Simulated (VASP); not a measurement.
# WS2 (WS2 and WS2, 3R) in VASP: single point with LDA

Aim: the single point of WS2 (WS2 and WS2, 3R) with LDA.

Everything below comes from runs of VASP 6.6.1. Logs are shortened: lines on timing, memory, paths and dates and some standing lists are left out, and cuts for length are marked.

## (1) The cell of the first run

The cell holds a slab with vacuum, 6 atoms: a = 3.155 Å, b = 3.155 Å, c = 28.000 Å, α = 90.00°, β = 90.00°, γ = 120.00°.

## (2) Single point, LDA

The input, INCAR:

```
PREC = Accurate
ENCUT = 520
EDIFF = 1E-7
ISMEAR = 0
SIGMA = 0.01
LREAL = F
LASPH = T
NELM = 60
ALGO = Normal
ISIF = 2
LWAVE = F
LCHARG = F
GGA = CA
NBANDS = 35
```

The input, KPOINTS:

```
regular mesh
0
Gamma
  12 12 1
```

The input, POSCAR:

```
WS2
1.0
    3.1550000000      0.0000000000      0.0000000000
   -1.5775000000      2.7323101489      0.0000000000
    0.0000000000      0.0000000000     28.0000000000
W S
2 4
Direct
    0.3333333333      0.6666666667      0.3924041343
    0.6666666667      0.3333333333      0.6076139250
    0.6666666667      0.3333333333      0.4477784759
    0.6666666667      0.3333333333      0.3370514757
    0.0000000000      0.0000000000      0.6629478217
    0.0000000000      0.0000000000      0.5522041674
```

Potentials or basis: VASP PAW LDA potentials, release 64 (W_sv, S).

The run is started by

```
$ cat potpaw_LDA.64/W_sv/POTCAR potpaw_LDA.64/S/POTCAR > POTCAR
$ mpirun -np 1 vasp_std > vasp.out
```

OUTCAR:

```text
PREC = Accurate
   ENCUT = 520
   EDIFF = 1E-7
   ISMEAR = 0
   LREAL = F
   LASPH = T
   NELM = 60
   ISIF = 2
   GGA = CA

 ion  position               nearest neighbor table
   1  0.333  0.667  0.392-   4 2.39   4 2.39   4 2.39   3 2.39   3 2.39   3 2.39
   2  0.667  0.333  0.608-   5 2.39   5 2.39   5 2.39   6 2.39   6 2.39   6 2.39
   3  0.667  0.333  0.448-   1 2.39   1 2.39   1 2.39
   4  0.667  0.333  0.337-   1 2.39   1 2.39   1 2.39
   5  0.000  0.000  0.663-   2 2.39   2 2.39   2 2.39
   6  0.000  0.000  0.552-   2 2.39   2 2.39   2 2.39

  LATTYP: Found a hexagonal cell.
 ALAT       =     3.1550000000
 C/A-ratio  =     8.8748019017

  Lattice vectors:

 A1 = (   3.1550000000,   0.0000000000,   0.0000000000)
 A2 = (  -1.5775000000,   2.7323101489,   0.0000000000)
 A3 = (   0.0000000000,   0.0000000000,  28.0000000000)

Analysis of symmetry for initial positions (statically):
=====================================================================
 Subroutine PRICEL returns:
 Original cell was already a primitive cell.

 Routine SETGRP: Setting up the symmetry group for a
 hexagonal supercell.

 Subroutine GETGRP returns: Found  6 space group operations
 (whereof  6 operations were pure point group operations)
 out of a pool of 24 trial point group operations.

The static configuration has the point symmetry C_3v.

Analysis of symmetry for dynamics (positions and initial velocities):
=====================================================================
 Subroutine PRICEL returns:
 Original cell was already a primitive cell.

 Routine SETGRP: Setting up the symmetry group for a
 hexagonal supercell.

 Subroutine GETGRP returns: Found  6 space group operations
 (whereof  6 operations were pure point group operations)
 out of a pool of 24 trial point group operations.

The dynamic configuration has the point symmetry C_3v.

 Subroutine INISYM returns: Found  6 space group operations
 (whereof  6 operations are pure point group operations),
 and found     1 'primitive' translations

----------------------------------------------------------------------------------------

                                     Primitive cell

  volume of cell :     241.3723

  direct lattice vectors                    reciprocal lattice vectors
     3.155000000  0.000000000  0.000000000     0.316957211  0.182995331  0.000000000
    -1.577500000  2.732310149  0.000000000     0.000000000  0.365990662  0.000000000
     0.000000000  0.000000000 28.000000000     0.000000000  0.000000000  0.035714286

  length of vectors
     3.155000000  3.155000000 28.000000000     0.365990662  0.365990662  0.035714286

  position of ions in fractional coordinates (direct lattice)
     0.333333333  0.666666667  0.392404134
     0.666666667  0.333333333  0.607613925
     0.666666667  0.333333333  0.447778476
     0.666666667  0.333333333  0.337051476
     0.000000000  0.000000000  0.662947822
     0.000000000  0.000000000  0.552204167

  ion indices of the primitive-cell ions
   primitive index   ion index
                 1           1
                 2           2
                 3           3
                 4           4
                 5           5
                 6           6

----------------------------------------------------------------------------------------

 KPOINTS: regular mesh

Automatic generation of k-mesh.
 Grid dimensions read from file:
 generate k-points for:   12   12    1

 Generating k-lattice:

  Cartesian coordinates                     Fractional coordinates (reciprocal lattice)
     0.026413101  0.015249611  0.000000000     0.083333333  0.000000000  0.000000000
     0.000000000  0.030499222  0.000000000     0.000000000  0.083333333  0.000000000
     0.000000000  0.000000000  0.035714286     0.000000000  0.000000000  1.000000000

  Length of vectors
     0.030499222  0.030499222  0.035714286

  Shift w.r.t. Gamma in fractional coordinates (k-lattice)
     0.000000000  0.000000000  0.000000000

 Subroutine IBZKPT returns following result:
 ===========================================

 Found     19 irreducible k-points:

 Following reciprocal coordinates:
            Coordinates               Weight
  0.000000  0.000000  0.000000      1.000000
  0.083333  0.000000  0.000000      6.000000
  0.166667  0.000000  0.000000      6.000000
  0.250000  0.000000  0.000000      6.000000
  0.333333  0.000000  0.000000      6.000000
  0.416667  0.000000  0.000000      6.000000
[... 11 lines left out ...]
  0.333333  0.250000  0.000000     12.000000
  0.333333  0.333333  0.000000      2.000000
   k-points           NKPTS =     19   k-points in BZ     NKDIM =     19   number of bands    NBANDS=     35
   number of dos      NEDOS =    301   number of ions     NIONS =      6
   total plane-waves  NPLWV = 120960
   dimension x,y,z NGX =    24 NGY =   24 NGZ =  210
   dimension x,y,z NGXF=    48 NGYF=   48 NGZF=  420
   ions per type =               2   4
   NGX,Y,Z   is equivalent  to a cutoff of  12.65, 12.65, 12.47 a.u.
   NGXF,Y,Z  is equivalent  to a cutoff of  25.29, 25.29, 24.94 a.u.
 SYSTEM =  unknown system
   PREC   = accura    normal or accurate (medium, high low for compatibility)
   ISTART =      0    job   : 0-new  1-cont  2-samecut
   ICHARG =      2    charge: 1-file 2-atom 10-const
   ISPIN  =      1    spin polarized calculation?
   LNONCOLLINEAR =      F non collinear calculations
   LSORBIT =      F    spin-orbit coupling
   LASPH  =      T    aspherical Exc in radial PAW
   ENCUT  =  520.0 eV  38.22 Ry    6.18 a.u.   5.87  5.87 52.06*2*pi/ulx,y,z
   NELM   =     60;   NELMIN=  2; NELMDL= -5     # of ELM steps
   EDIFF  = 0.1E-06   stopping-criterion for ELM
   LREAL  =      F    real-space projection
   EDIFFG = 0.1E-05   stopping-criterion for IOM
   NSW    =      0    number of steps for IOM
   IBRION =     -1    ionic relax: 0-MD 1-quasi-New 2-CG
   NFREE  =      0    steps in history (QN), initial steepest desc. (CG)
   ISIF   =      2    stress and relaxation
   ISYM   =      2    0-nonsym 1-usesym 2-fastsym
   POTIM  = 0.5000    time-step for ionic-motion
   TEBEG  =    0.0;   TEEND  =   0.0 temperature during run
   PSTRESS=    0.0 pullay stress
   NELECT =      52.0000    total number of electrons
   NUPDOWN=      -1.0000    fix difference up-down
   EMIN   =  10.00;   EMAX   =-10.00  energy-range for DOS
   EFERMI =   0.00;   METHOD = LEGACY
   ISMEAR =     0;   SIGMA  =   0.01  broadening in eV -4-tet -1-fermi 0-gaus
   EFERMI_NEDOS =   21; number of points for ismear=-14 and -15
   IALGO  =     38    algorithm
   IMIX   =      4    mixing-type and parameters
     AMIX     =   0.40;   BMIX     =  1.00
     AMIX_MAG =   1.60;   BMIX_MAG =  1.00
  volume/ion in A,a.u.               =      40.23       271.48
  Fermi-wavevector in a.u.,A,eV,Ry     =   0.981402  1.854580 13.104442  0.963149
  Thomas-Fermi vector in A             =   2.112406
   LORBIT       =      0    0 simple, 1 ext, 2 COOP (PROOUT), +10 PAW based schemes
   GGA     = CA    functional components
   LHFCALC =     F    Hartree Fock is set to
   AEXX    =    0.0000 exact exchange contribution
   IVDW    =     0    specifies the selected vdW correction
   LEPSILON=     F    determine dielectric tensor
   LRPA    =     F    only Hartree local field effects (RPA)
 non-spin polarized calculation
 Gauss-broadening in eV      SIGMA  =   0.01
  energy-cutoff  :      520.00
  volume of cell :      241.37
 maximum number of plane-waves:      6536
 NGX is ok and might be reduce to    24
   NGX = 11   NGY = 11   NGZ =105

 number of electron      51.9999993 magnetization

 Free energy of the ion-electron system (eV)
  ---------------------------------------------------
  ext. energy  EPLUGINS =         0.00000000
  ---------------------------------------------------
  free energy    TOTEN  =       -52.39709532 eV

  energy without entropy =      -52.39709532  energy(sigma->0) =      -52.39709532

 E-fermi :   0.2650     XC(G=0):  -5.2760

 val. band max:        0.1669995315   @ k =   0.0000   0.0000   0.0000
 cond. band min:       1.4093375344   @ k =   0.3333   0.3333   0.0000
 fundamental gap:      1.2423380030
 Fermi energy:         0.2650458587

 k-point     1 :       0.0000    0.0000    0.0000
  band No.  band energies     occupation
      1     -73.9187      2.00000
      2     -73.8407      2.00000
      3     -38.4597      2.00000
      4     -38.3819      2.00000
      5     -38.2717      2.00000
      6     -38.2717      2.00000
[... 27 lines left out ...]
     34       2.8503      0.00000
     35       4.8177      0.00000

 k-point     2 :       0.0833    0.0000    0.0000
  band No.  band energies     occupation
      1     -73.9173      2.00000
      2     -73.8394      2.00000
      3     -38.4550      2.00000
      4     -38.3772      2.00000
      5     -38.2977      2.00000
      6     -38.2777      2.00000
[... 27 lines left out ...]
     34       2.8556      0.00000
     35       5.1581      0.00000

 k-point     3 :       0.1667    0.0000    0.0000
  band No.  band energies     occupation
      1     -73.9137      2.00000
      2     -73.8358      2.00000
      3     -38.4421      2.00000
      4     -38.3681      2.00000
      5     -38.3643      2.00000
      6     -38.2941      2.00000
[... 27 lines left out ...]
     34       3.3739      0.00000
     35       5.6366      0.00000
[... 533 lines left out ...]
 k-point    18 :       0.3333    0.2500    0.0000
  band No.  band energies     occupation
      1     -73.8970      2.00000
      2     -73.8190      2.00000
      3     -38.5835      2.00000
      4     -38.5060      2.00000
      5     -38.4700      2.00000
      6     -38.3925      2.00000
[... 27 lines left out ...]
     34       5.0966      0.00000
     35       5.9196      0.00000

 k-point    19 :       0.3333    0.3333    0.0000
  band No.  band energies     occupation
      1     -73.8963      2.00000
      2     -73.8184      2.00000
      3     -38.5541      2.00000
      4     -38.5153      2.00000
      5     -38.4765      2.00000
      6     -38.4377      2.00000
[... 27 lines left out ...]
     34       5.2946      0.00000
     35       5.9848      0.00000

------------------------ aborting loop because EDIFF is reached ----------------------------------------

  FORCE on cell =-STRESS in cart. coord.  units (eV):
  Direction    XX          YY          ZZ          XY          YZ          ZX
  --------------------------------------------------------------------------------------
  -------------------------------------------------------------------------------------
  Total       -1.4675030     -1.4675030      0.2466127      0.0000000     -0.0000000      0.0000000
  in kB       -9.7409698     -9.7409698      1.6369619      0.0000000     -0.0000000      0.0000000
  external PRESSURE =      -5.9483259 kB  Pullay stress =       0.0000000 kB

 VOLUME and BASIS-vectors are now :
 -----------------------------------------------------------------------------
  energy-cutoff  :      520.00
  volume of cell :      241.37
      direct lattice vectors                 reciprocal lattice vectors
     3.155000000  0.000000000  0.000000000     0.316957211  0.182995331  0.000000000
    -1.577500000  2.732310149  0.000000000     0.000000000  0.365990662  0.000000000
     0.000000000  0.000000000 28.000000000     0.000000000  0.000000000  0.035714286

 POSITION                                       TOTAL-FORCE (eV/Angst)
 -----------------------------------------------------------------------------------
     -0.00000      1.82154     10.98732         0.000000     -0.000000     -0.001725
      1.57750      0.91077     17.01319        -0.000000      0.000000      0.001478
      1.57750      0.91077     12.53780         0.000000     -0.000000      0.047838
      1.57750      0.91077      9.43744        -0.000000      0.000000     -0.047540
      0.00000      0.00000     18.56254         0.000000      0.000000      0.047459
      0.00000      0.00000     15.46172        -0.000000     -0.000000     -0.047511
 -----------------------------------------------------------------------------------
    total drift:                               -0.000000      0.000000      0.000019

  FREE ENERGIE OF THE ION-ELECTRON SYSTEM (eV)
  ---------------------------------------------------
  free  energy   TOTEN  =       -52.3970953155 eV

  energy  without entropy=      -52.3970953155  energy(sigma->0) =      -52.39709532
```

Wall time 10 min (1 thread of AMD EPYC 7R13, shared host); peak memory 0.31 GiB.

Results:

```yaml
Free_energy: -52.3971 eV
Largest_force: 0.048 eV/Å
Band_gap_on_the_k_mesh: 1.24 eV, indirect (least direct gap 1.78 eV)
```

Forces in eV/Å, atoms in the order of the input:
```
W    0.000  0.000 -0.002
W    0.000  0.000  0.001
S    0.000  0.000  0.048
S    0.000  0.000 -0.048
S    0.000  0.000  0.047
S    0.000  0.000 -0.048
```

Caveat: spin-orbit coupling is left out, which moves the levels of the heavy elements.
